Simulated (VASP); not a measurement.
# ZnS (wurtzite type) (P6_3mc) in VASP: electric field gradients with PBE

Aim: the electric field gradients of ZnS (wurtzite type) with PBE.

All numbers are computed with VASP 6.6.1; they aren't measurements. Logs are shortened: lines on timing, memory, paths and dates and some standing lists are left out, and cuts for length are marked.

**1. The cell of the first run**

Symmetry: P6_3mc, No. 186, hexagonal system. Conventional cell: a = 3.845 Å, b = 3.845 Å, c = 6.306 Å, α = 90.00°, β = 90.00°, γ = 120.00°. Within 3.1 Å of Zn (site symmetry 3m) lie 4 S at 2.36 Å. Within 3.1 Å of S (site symmetry 3m) lie 4 Zn at 2.36 Å.

**2. Electric field gradients, PBE**

The input, INCAR:

```
ALGO = Normal
EDIFF = 1E-8
ENCUT = 520
GGA = PE
ISIF = 2
ISMEAR = -1
LASPH = T
LCHARG = F
LEFG = T
LREAL = F
LWAVE = F
NBANDS = 26
NELM = 100
PREC = Accurate
SIGMA = 0.03
```

The input, KPOINTS:

```
k-points
0
Gamma
  12 12 7
```

The input, POSCAR:

```
ZnS
1.0
    3.8451773550      0.0000000000      0.0000000000
   -1.9225886775      3.3300212715      0.0000000000
    0.0000000000      0.0000000000      6.3055372693
Zn S
2 2
Direct
    0.3333333333      0.6666666667      0.0007272007
    0.6666666667      0.3333333333      0.5007272007
    0.3333333333      0.6666666667      0.3752727993
    0.6666666667      0.3333333333      0.8752727993
```

Potentials or basis: VASP PAW PBE potentials, release 64 (Zn, S).

On the command line:

```bash
cat potpaw_PBE.64/Zn/POTCAR potpaw_PBE.64/S/POTCAR > POTCAR
mpirun -np 1 vasp_std > vasp.out
```

OUTCAR:

```text
EDIFF = 1E-8
   ENCUT = 520
   GGA = PE
   ISIF = 2
   ISMEAR = -1
   LASPH = T
   LREAL = F
   NELM = 100
   PREC = Accurate

 ion  position               nearest neighbor table
   1  0.333  0.667  0.001-   4 2.36   4 2.36   4 2.36   3 2.36
   2  0.667  0.333  0.501-   3 2.36   3 2.36   3 2.36   4 2.36
   3  0.333  0.667  0.375-   2 2.36   2 2.36   2 2.36   1 2.36
   4  0.667  0.333  0.875-   1 2.36   1 2.36   1 2.36   2 2.36

  LATTYP: Found a hexagonal cell.
 ALAT       =     3.8451773550
 C/A-ratio  =     1.6398560293

  Lattice vectors:

 A1 = (   3.8451773550,   0.0000000000,   0.0000000000)
 A2 = (  -1.9225886775,   3.3300212715,   0.0000000000)
 A3 = (   0.0000000000,   0.0000000000,   6.3055372693)

Analysis of symmetry for initial positions (statically):
=====================================================================
 Subroutine PRICEL returns:
 Original cell was already a primitive cell.

 Routine SETGRP: Setting up the symmetry group for a
 hexagonal supercell.

 Subroutine GETGRP returns: Found 12 space group operations
 (whereof  6 operations were pure point group operations)
 out of a pool of 24 trial point group operations.

The static configuration has the point symmetry C_3v.
 The point group associated with its full space group is C_6v.

Analysis of symmetry for dynamics (positions and initial velocities):
=====================================================================
 Subroutine PRICEL returns:
 Original cell was already a primitive cell.

 Routine SETGRP: Setting up the symmetry group for a
 hexagonal supercell.

 Subroutine GETGRP returns: Found 12 space group operations
 (whereof  6 operations were pure point group operations)
 out of a pool of 24 trial point group operations.

The dynamic configuration has the point symmetry C_3v.
 The point group associated with its full space group is C_6v.

 Subroutine INISYM returns: Found 12 space group operations
 (whereof  6 operations are pure point group operations),
 and found     1 'primitive' translations

----------------------------------------------------------------------------------------

                                     Primitive cell

  volume of cell :      80.7394

  direct lattice vectors                    reciprocal lattice vectors
     3.845177355  0.000000000  0.000000000     0.260066028  0.150149191  0.000000000
    -1.922588678  3.330021272  0.000000000     0.000000000  0.300298382  0.000000000
     0.000000000  0.000000000  6.305537269     0.000000000  0.000000000  0.158590768

  length of vectors
     3.845177355  3.845177355  6.305537269     0.300298382  0.300298382  0.158590768

  position of ions in fractional coordinates (direct lattice)
     0.333333333  0.666666667  0.000727201
     0.666666667  0.333333333  0.500727201
     0.333333333  0.666666667  0.375272799
     0.666666667  0.333333333  0.875272799

  ion indices of the primitive-cell ions
   primitive index   ion index
                 1           1
                 2           2
                 3           3
                 4           4

----------------------------------------------------------------------------------------

 KPOINTS: k-points

Automatic generation of k-mesh.
 Grid dimensions read from file:
 generate k-points for:   12   12    7

 Generating k-lattice:

  Cartesian coordinates                     Fractional coordinates (reciprocal lattice)
     0.021672169  0.012512433  0.000000000     0.083333333 -0.000000000  0.000000000
     0.000000000  0.025024865  0.000000000     0.000000000  0.083333333  0.000000000
     0.000000000  0.000000000  0.022655824     0.000000000  0.000000000  0.142857143

  Length of vectors
     0.025024865  0.025024865  0.022655824

  Shift w.r.t. Gamma in fractional coordinates (k-lattice)
     0.000000000  0.000000000  0.000000000

 Subroutine IBZKPT returns following result:
 ===========================================

 Found     76 irreducible k-points:

 Following reciprocal coordinates:
            Coordinates               Weight
  0.000000  0.000000  0.000000      1.000000
  0.083333 -0.000000  0.000000      6.000000
  0.166667 -0.000000  0.000000      6.000000
  0.250000 -0.000000  0.000000      6.000000
  0.333333  0.000000  0.000000      6.000000
  0.416667 -0.000000  0.000000      6.000000
[... 16 lines left out ...]
  0.250000 -0.000000  0.142857     12.000000
  0.333333  0.000000  0.142857     12.000000
 [... further k-points ...]
   k-points           NKPTS =     76   k-points in BZ     NKDIM =     76   number of bands    NBANDS=     26
   number of dos      NEDOS =    301   number of ions     NIONS =      4
   total plane-waves  NPLWV =  43200
   dimension x,y,z NGX =    30 NGY =   30 NGZ =   48
   dimension x,y,z NGXF=    60 NGYF=   60 NGZF=   96
   ions per type =               2   2
   NGX,Y,Z   is equivalent  to a cutoff of  12.97, 12.97, 12.66 a.u.
   NGXF,Y,Z  is equivalent  to a cutoff of  25.94, 25.94, 25.31 a.u.
 SYSTEM =  unknown system
   PREC   = accura    normal or accurate (medium, high low for compatibility)
   ISTART =      0    job   : 0-new  1-cont  2-samecut
   ICHARG =      2    charge: 1-file 2-atom 10-const
   ISPIN  =      1    spin polarized calculation?
   LNONCOLLINEAR =      F non collinear calculations
   LSORBIT =      F    spin-orbit coupling
   LASPH  =      T    aspherical Exc in radial PAW
   ENCUT  =  520.0 eV  38.22 Ry    6.18 a.u.   7.15  7.15 11.72*2*pi/ulx,y,z
   NELM   =    100;   NELMIN=  2; NELMDL= -5     # of ELM steps
   EDIFF  = 0.1E-07   stopping-criterion for ELM
   LREAL  =      F    real-space projection
   EDIFFG = 0.1E-06   stopping-criterion for IOM
   NSW    =      0    number of steps for IOM
   IBRION =     -1    ionic relax: 0-MD 1-quasi-New 2-CG
   NFREE  =      0    steps in history (QN), initial steepest desc. (CG)
   ISIF   =      2    stress and relaxation
   ISYM   =      2    0-nonsym 1-usesym 2-fastsym
   POTIM  = 0.5000    time-step for ionic-motion
   TEBEG  =    0.0;   TEEND  =   0.0 temperature during run
   PSTRESS=    0.0 pullay stress
   NELECT =      36.0000    total number of electrons
   NUPDOWN=      -1.0000    fix difference up-down
   EMIN   =  10.00;   EMAX   =-10.00  energy-range for DOS
   EFERMI =   0.00;   METHOD = LEGACY
   ISMEAR =    -1;   SIGMA  =   0.03  broadening in eV -4-tet -1-fermi 0-gaus
   EFERMI_NEDOS =   21; number of points for ismear=-14 and -15
   IALGO  =     38    algorithm
   IMIX   =      4    mixing-type and parameters
     AMIX     =   0.40;   BMIX     =  1.00
     AMIX_MAG =   1.60;   BMIX_MAG =  1.00
  volume/ion in A,a.u.               =      20.18       136.21
  Fermi-wavevector in a.u.,A,eV,Ry     =   1.250683  2.363448 21.282334  1.564207
  Thomas-Fermi vector in A             =   2.384666
   LORBIT       =      0    0 simple, 1 ext, 2 COOP (PROOUT), +10 PAW based schemes
   GGA     = PE    functional components
   LHFCALC =     F    Hartree Fock is set to
   AEXX    =    0.0000 exact exchange contribution
   IVDW    =     0    specifies the selected vdW correction
   LEPSILON=     F    determine dielectric tensor
   LRPA    =     F    only Hartree local field effects (RPA)
 non-spin polarized calculation
  energy-cutoff  :      520.00
  volume of cell :       80.74
 maximum number of plane-waves:      2199
 NGX is ok and might be reduce to    30
   NGX = 15   NGY = 15   NGZ = 23

 number of electron      36.0000027 magnetization

 Free energy of the ion-electron system (eV)
  ---------------------------------------------------
  ext. energy  EPLUGINS =         0.00000000
  ---------------------------------------------------
  free energy    TOTEN  =       -13.69386569 eV

  energy without entropy =      -13.69386569  energy(sigma->0) =      -13.69386569

 E-fermi :   2.5373     XC(G=0):  -9.5164

 val. band max:        1.9136248455   @ k =   0.0000   0.0000   0.0000
 cond. band min:       3.9956499948   @ k =   0.0000   0.0000   0.0000
 fundamental gap:      2.0820251494
 Fermi energy:         2.5373013017

 k-point     1 :       0.0000    0.0000    0.0000
  band No.  band energies     occupation
      1     -11.0940      2.00000
      2     -10.2050      2.00000
      3      -4.3418      2.00000
      4      -4.3301      2.00000
      5      -4.3301      2.00000
      6      -4.2520      2.00000
[... 18 lines left out ...]
     25       9.5915      0.00000
     26      11.0421      0.00000

 k-point     2 :       0.0833   -0.0000    0.0000
  band No.  band energies     occupation
      1     -11.0488      2.00000
      2     -10.1796      2.00000
      3      -4.3383      2.00000
      4      -4.3269      2.00000
      5      -4.3210      2.00000
      6      -4.2472      2.00000
[... 18 lines left out ...]
     25       9.7989      0.00000
     26      10.7749      0.00000

 k-point     3 :       0.1667   -0.0000    0.0000
  band No.  band energies     occupation
      1     -10.9195      2.00000
      2     -10.1110      2.00000
      3      -4.3397      2.00000
      4      -4.3064      2.00000
      5      -4.2976      2.00000
      6      -4.2278      2.00000
[... 18 lines left out ...]
     25      10.1710      0.00000
     26      10.3731      0.00000

 k-point     4 :       0.2500   -0.0000    0.0000
  band No.  band energies     occupation
      1     -10.7256      2.00000
      2     -10.0213      2.00000
      3      -4.3363      2.00000
      4      -4.2802      2.00000
      5      -4.2695      2.00000
      6      -4.1821      2.00000
[... 18 lines left out ...]
     25      10.3709      0.00000
     26      10.7167      0.00000
[... 496 lines left out ...]
      1     -10.8843      2.00000
      2     -10.1569      2.00000
      3      -4.3444      2.00000
      4      -4.3032      2.00000
      5      -4.2940      2.00000
      6      -4.2339      2.00000
[... 18 lines left out ...]
     25      10.2392      0.00000
     26      10.3369      0.00000

 k-point    23 :       0.2500   -0.0000    0.1429
  band No.  band energies     occupation
      1     -10.6939      2.00000
      2     -10.0597      2.00000
      3      -4.3409      2.00000
      4      -4.2811      2.00000
      5      -4.2645      2.00000
      6      -4.1872      2.00000
[... 18 lines left out ...]
     25      10.4678      0.00000
     26      10.9447      0.00000

 k-point    24 :       0.3333    0.0000    0.1429
  band No.  band energies     occupation
      1     -10.4759      2.00000
      2      -9.9722      2.00000
      3      -4.3288      2.00000
      4      -4.2508      2.00000
      5      -4.2404      2.00000
      6      -4.1106      2.00000
[... 18 lines left out ...]
     25      10.6079      0.00000
     26      11.5980      0.00000

 [... further k-points ...]
[... 5 lines left out ...]
  --------------------------------------------------------------------------------------
  -------------------------------------------------------------------------------------
  Total        0.0739714      0.0739714      0.0788357      0.0000000      0.0000000      0.0000000
  in kB        1.4678752      1.4678752      1.5644000      0.0000000      0.0000000      0.0000000
  external PRESSURE =       1.5000501 kB  Pullay stress =       0.0000000 kB

 VOLUME and BASIS-vectors are now :
 -----------------------------------------------------------------------------
  energy-cutoff  :      520.00
  volume of cell :       80.74
      direct lattice vectors                 reciprocal lattice vectors
     3.845177355  0.000000000  0.000000000     0.260066028  0.150149191  0.000000000
    -1.922588678  3.330021272  0.000000000     0.000000000  0.300298382  0.000000000
     0.000000000  0.000000000  6.305537269     0.000000000  0.000000000  0.158590768

 POSITION                                       TOTAL-FORCE (eV/Angst)
 -----------------------------------------------------------------------------------
     -0.00000      2.22001      0.00459        -0.000000      0.000000      0.001234
      1.92259      1.11001      3.15735         0.000000     -0.000000      0.001234
     -0.00000      2.22001      2.36630        -0.000000      0.000000     -0.001234
      1.92259      1.11001      5.51907         0.000000     -0.000000     -0.001234
 -----------------------------------------------------------------------------------
    total drift:                                0.000000      0.000000     -0.000160

  FREE ENERGIE OF THE ION-ELECTRON SYSTEM (eV)
  ---------------------------------------------------
  free  energy   TOTEN  =       -13.6938656945 eV

  energy  without entropy=      -13.6938656944  energy(sigma->0) =      -13.69386569

 Electric field gradients (V/A^2)
---------------------------------------------------------------------
 ion       V_xx      V_yy      V_zz      V_xy      V_xz      V_yz
---------------------------------------------------------------------
   1      -0.321    -0.325     0.646    -0.003    -0.000     0.000
   2      -0.321    -0.325     0.646    -0.003     0.000    -0.000
   3      -1.287    -1.288     2.575    -0.000     0.000    -0.000
   4      -1.287    -1.288     2.575    -0.000    -0.000     0.000
---------------------------------------------------------------------

 Electric field gradients after diagonalization (V/A^2)
 (convention: |V_zz| > |V_xx| > |V_yy|)
----------------------------------------------------------------------
 ion       V_xx      V_yy      V_zz     asymmetry (V_yy - V_xx)/ V_zz
----------------------------------------------------------------------
   1      -0.327    -0.319     0.646       0.012
   2      -0.327    -0.319     0.646       0.012
   3      -1.288    -1.287     2.575       0.000
   4      -1.288    -1.287     2.575       0.000
----------------------------------------------------------------------

           NMR quadrupolar parameters

 Cq : quadrupolar parameter    Cq=e*Q*V_zz/h
 eta: asymmetry parameters     (V_yy - V_xx)/ V_zz
 Q  : nuclear electric quadrupole moment in mb (millibarn)
----------------------------------------------------------------------
 ion       Cq(MHz)       eta       Q (mb)
----------------------------------------------------------------------
   1       0.002       0.012       1.000
   2       0.002       0.012       1.000
   3       0.006       0.000       1.000
   4       0.006       0.000       1.000
----------------------------------------------------------------------
```

It took 75 s on 1 thread of Intel Xeon 6975P-C (Granite Rapids), shared host; peak memory 0.28 GiB.

What came out:

```yaml
Free_energy: -13.6939 eV
Pressure: 0.2 GPa
Band_gap_on_the_k_mesh: 2.08 eV, direct
```

Electric field gradients, principal values (V/Å²):
```csv
atom,least,middle,greatest (by size)
1 Zn,-0.319,-0.327,0.646
2 Zn,-0.319,-0.327,0.646
3 S,-1.287,-1.288,2.575
4 S,-1.287,-1.288,2.575
```

Caveat: without QUAD_EFG the Cq values of the log hold for a quadrupole moment of 1 mb, not for the nuclei.
